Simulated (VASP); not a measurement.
# NaCaF3 (Pm-3m) in VASP: further runs, part 3 of 3

VASP 6.6.1.

### Step 5. Single point, r2SCAN (volume changed by -6%)

Input file POSCAR:

```
NaCaF3
1.0
    4.2911407311      0.0000000000      0.0000000000
    0.0000000000      4.2911407311      0.0000000000
    0.0000000000      0.0000000000      4.2911407311
Na Ca F
1 1 3
Direct
    0.0000000000      0.0000000000      0.0000000000
    0.5000000000      0.5000000000      0.5000000000
    0.5000000000      0.5000000000      0.0000000000
    0.5000000000      0.0000000000      0.5000000000
    0.0000000000      0.5000000000      0.5000000000
```

Input file INCAR.step1:

```
SYSTEM = NaCaF3
PREC = Accurate ; ENCUT = 520
ISMEAR = 0 ; SIGMA = 0.01
LREAL = .FALSE. ; LASPH = .TRUE.
NELM = 60 ; NBANDS = 27
GGA = PE ; ALGO = Normal
EDIFF = 1E-4 ; LWAVE = .TRUE.
LCHARG = .FALSE.
```

Input file INCAR.step2:

```
SYSTEM = NaCaF3
PREC = Accurate ; ENCUT = 520
EDIFF = 1E-7 ; ISMEAR = 0
SIGMA = 0.01 ; LREAL = .FALSE.
LASPH = .TRUE. ; NELM = 60
ALGO = Normal ; ISIF = 2
LWAVE = .FALSE. ; LCHARG = .FALSE.
METAGGA = R2SCAN ; LMIXTAU = .TRUE.
NBANDS = 27 ; ISTART = 1
```

Input file KPOINTS:

```
Automatic mesh
0
G
  6 6 6
  0 0 0
```

Potentials or basis: VASP PAW PBE potentials, release 64 (Na_pv, Ca_sv, F).

The run is started by

```console
cat potpaw_PBE.64/Na_pv/POTCAR potpaw_PBE.64/Ca_sv/POTCAR potpaw_PBE.64/F/POTCAR > POTCAR
cp INCAR.step1 INCAR
mpirun -np 1 vasp_std > vasp.out
cp INCAR.step2 INCAR
mpirun -np 1 vasp_std > vasp.out
```

OUTCAR:

```text
SYSTEM = NaCaF3
   PREC = Accurate
   ENCUT = 520
   EDIFF = 1E-7
   ISMEAR = 0
   LREAL = .FALSE.
   LASPH = .TRUE.
   NELM = 60
   ISIF = 2
   METAGGA = R2SCAN
   ISTART = 1

 ion  position               nearest neighbor table
   1  0.000  0.000  0.000-
   2  0.500  0.500  0.500-   3 2.15   4 2.15   5 2.15   3 2.15   4 2.15   5 2.15
   3  0.500  0.500  0.000-   2 2.15   2 2.15
   4  0.500  0.000  0.500-   2 2.15   2 2.15
   5  0.000  0.500  0.500-   2 2.15   2 2.15

  LATTYP: Found a simple cubic cell.
 ALAT       =     4.2911407311

  Lattice vectors:

 A1 = (   4.2911407311,   0.0000000000,   0.0000000000)
 A2 = (   0.0000000000,   4.2911407311,   0.0000000000)
 A3 = (   0.0000000000,   0.0000000000,   4.2911407311)

Analysis of symmetry for initial positions (statically):
=====================================================================
 Subroutine PRICEL returns:
 Original cell was already a primitive cell.

 Routine SETGRP: Setting up the symmetry group for a
[... 167 lines left out ...]

  energy without entropy =      -37.20577616  energy(sigma->0) =      -37.20577616

 E-fermi :  -2.7532     XC(G=0):  -8.9374

 val. band max:       -2.8653527912   @ k =   0.5000   0.5000   0.5000
 cond. band min:       3.2533920126   @ k =   0.0000   0.0000   0.0000
 fundamental gap:      6.1187448038
 Fermi energy:        -2.7531651405

 k-point     1 :       0.0000    0.0000    0.0000
  band No.  band energies     occupation
      1     -38.7539      2.00000
      2     -24.4947      2.00000
      3     -24.4947      2.00000
      4     -24.4947      2.00000
      5     -23.3401      2.00000
      6     -23.2382      2.00000
[... 589 lines left out ...]
     26      10.7769      0.00000
     27      10.9724      0.00000

------------------------ aborting loop because EDIFF is reached ----------------------------------------

  FORCE on cell =-STRESS in cart. coord.  units (eV):
  Direction    XX          YY          ZZ          XY          YZ          ZX
  --------------------------------------------------------------------------------------
  -------------------------------------------------------------------------------------
  Total        2.2128493      2.2128493      2.2128493      0.0000000      0.0000000      0.0000000
  in kB       44.8687676     44.8687676     44.8687676      0.0000000      0.0000000      0.0000000
  external PRESSURE =      44.8687676 kB  Pullay stress =       0.0000000 kB

 VOLUME and BASIS-vectors are now :
 -----------------------------------------------------------------------------
  energy-cutoff  :      520.00
  volume of cell :       79.02
      direct lattice vectors                 reciprocal lattice vectors
     4.291140731  0.000000000  0.000000000     0.233038267  0.000000000  0.000000000
     0.000000000  4.291140731  0.000000000     0.000000000  0.233038267  0.000000000
     0.000000000  0.000000000  4.291140731     0.000000000  0.000000000  0.233038267

 POSITION                                       TOTAL-FORCE (eV/Angst)
 -----------------------------------------------------------------------------------
      0.00000      0.00000      0.00000         0.000000      0.000000      0.000000
      2.14557      2.14557      2.14557         0.000000      0.000000      0.000000
      2.14557      2.14557      0.00000         0.000000      0.000000      0.000000
      2.14557      0.00000      2.14557         0.000000      0.000000      0.000000
      0.00000      2.14557      2.14557         0.000000      0.000000      0.000000
 -----------------------------------------------------------------------------------
    total drift:                                0.000000     -0.000000     -0.000000

  FREE ENERGIE OF THE ION-ELECTRON SYSTEM (eV)
  ---------------------------------------------------
  free  energy   TOTEN  =       -37.2057761602 eV

  energy  without entropy=      -37.2057761602  energy(sigma->0) =      -37.20577616
```

OSZICAR.step1:

```text
N       E                     dE             d eps       ncg     rms          rms(c)
DAV:   1     0.426542462037E+03    0.42654E+03   -0.20384E+04  1088   0.149E+03
DAV:   2     0.107799069674E+02   -0.41576E+03   -0.39878E+03  1267   0.420E+02
DAV:   3    -0.257126887671E+02   -0.36493E+02   -0.36295E+02  1161   0.135E+02
DAV:   4    -0.280305725436E+02   -0.23179E+01   -0.23136E+01  2049   0.248E+01
DAV:   5    -0.280535939183E+02   -0.23021E-01   -0.23019E-01  1235   0.193E+00    0.101E+01
DAV:   6    -0.251522337810E+02    0.29014E+01   -0.10316E+01  1183   0.193E+01    0.369E+00
DAV:   7    -0.249628783848E+02    0.18936E+00   -0.42119E-01  1455   0.552E+00    0.212E+00
DAV:   8    -0.248348498141E+02    0.12803E+00   -0.21695E-01  1446   0.860E+00    0.389E-01
DAV:   9    -0.248357050618E+02   -0.85525E-03   -0.40899E-02  1288   0.158E+00    0.210E-01
DAV:  10    -0.248360475966E+02   -0.34253E-03   -0.26301E-03  1284   0.435E-01    0.399E-02
DAV:  11    -0.248359971724E+02    0.50424E-04   -0.48944E-04  1345   0.244E-01
   1 F= -.24835997E+02 E0= -.24835997E+02  d E =-.386963E-75
```

Run time: 43 s. Hardware: 1 thread of Intel Xeon 6975P-C (Granite Rapids), shared host; peak memory 0.2 GiB.

Results:

| Quantity | Value |
| --- | --- |
| Free energy | -37.2058 eV |
| Pressure | 4.5 GPa |
| Band gap on the k mesh | 6.12 eV, indirect (least direct gap 6.19 eV) |

Caveat: the PAW data sets were made with another functional, which shifts forces and pressure a little. A k mesh can miss the band edges.

### Step 6. Single point, r2SCAN (volume changed by -3%)

Changes to POSCAR since step 5:

```diff
@@ -2,5 +2,5 @@
 1.0
-    4.2911407311      0.0000000000      0.0000000000
-    0.0000000000      4.2911407311      0.0000000000
-    0.0000000000      0.0000000000      4.2911407311
+    4.3363139531      0.0000000000      0.0000000000
+    0.0000000000      4.3363139531      0.0000000000
+    0.0000000000      0.0000000000      4.3363139531
 Na Ca F
```

Input file INCAR.step1:

```
SYSTEM = NaCaF3
  PREC = Accurate
  ENCUT = 520
  ISMEAR = 0
  SIGMA = 0.01
  LREAL = .FALSE.
  LASPH = .TRUE.
  NELM = 80
  NBANDS = 27
  GGA = PE
  ALGO = Normal
  EDIFF = 1E-4
  LWAVE = .TRUE.
  LCHARG = .FALSE.
```

Input file INCAR.step2:

```
SYSTEM = NaCaF3
  PREC = Accurate
  ENCUT = 520
  EDIFF = 1E-6
  ISMEAR = 0
  SIGMA = 0.01
  LREAL = .FALSE.
  LASPH = .TRUE.
  NELM = 80
  ALGO = Normal
  ISIF = 2
  LWAVE = .FALSE.
  LCHARG = .FALSE.
  METAGGA = R2SCAN
  LMIXTAU = .TRUE.
  NBANDS = 27
  ISTART = 1
```

Input file KPOINTS:

```
regular mesh
0
G
  6 6 6
  0 0 0
```

Potentials or basis: VASP PAW PBE potentials, release 64 (Na_pv, Ca_sv, F).

The run is started by

```console
cat potpaw_PBE.64/Na_pv/POTCAR potpaw_PBE.64/Ca_sv/POTCAR potpaw_PBE.64/F/POTCAR > POTCAR
cp INCAR.step1 INCAR
mpirun -np 1 vasp_std > vasp.out
cp INCAR.step2 INCAR
mpirun -np 1 vasp_std > vasp.out
```

OUTCAR:

```text
SYSTEM = NaCaF3
   PREC = Accurate
   ENCUT = 520
   EDIFF = 1E-6
   ISMEAR = 0
   LREAL = .FALSE.
   LASPH = .TRUE.
   NELM = 80
   ISIF = 2
   METAGGA = R2SCAN
   ISTART = 1

 ion  position               nearest neighbor table
   1  0.000  0.000  0.000-
   2  0.500  0.500  0.500-   3 2.17   4 2.17   5 2.17   3 2.17   4 2.17   5 2.17
   3  0.500  0.500  0.000-   2 2.17   2 2.17
   4  0.500  0.000  0.500-   2 2.17   2 2.17
   5  0.000  0.500  0.500-   2 2.17   2 2.17

  LATTYP: Found a simple cubic cell.
 ALAT       =     4.3363139531

  Lattice vectors:

 A1 = (   4.3363139531,   0.0000000000,   0.0000000000)
 A2 = (   0.0000000000,   4.3363139531,   0.0000000000)
 A3 = (   0.0000000000,   0.0000000000,   4.3363139531)

Analysis of symmetry for initial positions (statically):
=====================================================================
 Subroutine PRICEL returns:
 Original cell was already a primitive cell.

 Routine SETGRP: Setting up the symmetry group for a
[... 166 lines left out ...]

  energy without entropy =      -37.26349930  energy(sigma->0) =      -37.26349930

 E-fermi :  -2.9187     XC(G=0):  -8.7837

 val. band max:       -2.9748027518   @ k =   0.5000   0.5000   0.5000
 cond. band min:       3.0444551359   @ k =   0.0000   0.0000   0.0000
 fundamental gap:      6.0192578877
 Fermi energy:        -2.9186949036

 k-point     1 :       0.0000    0.0000    0.0000
  band No.  band energies     occupation
      1     -39.0510      2.00000
      2     -24.6882      2.00000
      3     -24.6882      2.00000
      4     -24.6882      2.00000
      5     -23.4165      2.00000
      6     -23.3110      2.00000
[... 589 lines left out ...]
     26      10.4383      0.00000
     27      10.6195      0.00000

------------------------ aborting loop because EDIFF is reached ----------------------------------------

  FORCE on cell =-STRESS in cart. coord.  units (eV):
  Direction    XX          YY          ZZ          XY          YZ          ZX
  --------------------------------------------------------------------------------------
  -------------------------------------------------------------------------------------
  Total        1.1984395      1.1984395      1.1984395      0.0000000     -0.0000000      0.0000000
  in kB       23.5485698     23.5485698     23.5485698      0.0000000     -0.0000000      0.0000000
  external PRESSURE =      23.5485698 kB  Pullay stress =       0.0000000 kB

 VOLUME and BASIS-vectors are now :
 -----------------------------------------------------------------------------
  energy-cutoff  :      520.00
  volume of cell :       81.54
      direct lattice vectors                 reciprocal lattice vectors
     4.336313953  0.000000000  0.000000000     0.230610609  0.000000000  0.000000000
     0.000000000  4.336313953  0.000000000     0.000000000  0.230610609  0.000000000
     0.000000000  0.000000000  4.336313953     0.000000000  0.000000000  0.230610609

 POSITION                                       TOTAL-FORCE (eV/Angst)
 -----------------------------------------------------------------------------------
      0.00000      0.00000      0.00000         0.000000      0.000000      0.000000
      2.16816      2.16816      2.16816         0.000000      0.000000      0.000000
      2.16816      2.16816      0.00000         0.000000      0.000000      0.000000
      2.16816      0.00000      2.16816         0.000000      0.000000      0.000000
      0.00000      2.16816      2.16816         0.000000      0.000000      0.000000
 -----------------------------------------------------------------------------------
    total drift:                                0.000000     -0.000000     -0.000000

  FREE ENERGIE OF THE ION-ELECTRON SYSTEM (eV)
  ---------------------------------------------------
  free  energy   TOTEN  =       -37.2634992985 eV

  energy  without entropy=      -37.2634992985  energy(sigma->0) =      -37.26349930
```

It took 42 s on 1 thread of Intel Xeon 6975P-C (Granite Rapids), shared host; peak memory 0.2 GiB.

Results:

```yaml
Free_energy: -37.2635 eV
Pressure: 2.4 GPa
Band_gap_on_the_k_mesh: 6.02 eV, indirect (least direct gap 6.13 eV)
```

Caveat: the PAW data sets were made with another functional, which shifts forces and pressure a little. A k mesh can miss the band edges.

### Step 7. Summary

```csv
level,cell,gap on the mesh (eV),pressure (GPa)
PBE,"a = 4.430 Å, 5 atoms",4.99,0.2
PBE,"a = 4.474 Å, 5 atoms",4.91,-1.2
PBE,"a = 4.517 Å, 5 atoms",4.83,-2.3
r2SCAN,"a = 4.291 Å, 5 atoms",6.12,4.5
r2SCAN,"a = 4.336 Å, 5 atoms",6.02,2.4
```

Alike in all rows: task single point; potentials or basis VASP PAW PBE potentials, release 64 (Na_pv, Ca_sv, F); no spin polarisation; k mesh 6 × 6 × 6; cutoff (eV) 520; smearing gaussian 0.01 eV.

Caveats: the PAW data sets were made with another functional, which shifts forces and pressure a little (some runs).

Absolute energies hang on the potentials; compare differences alone.
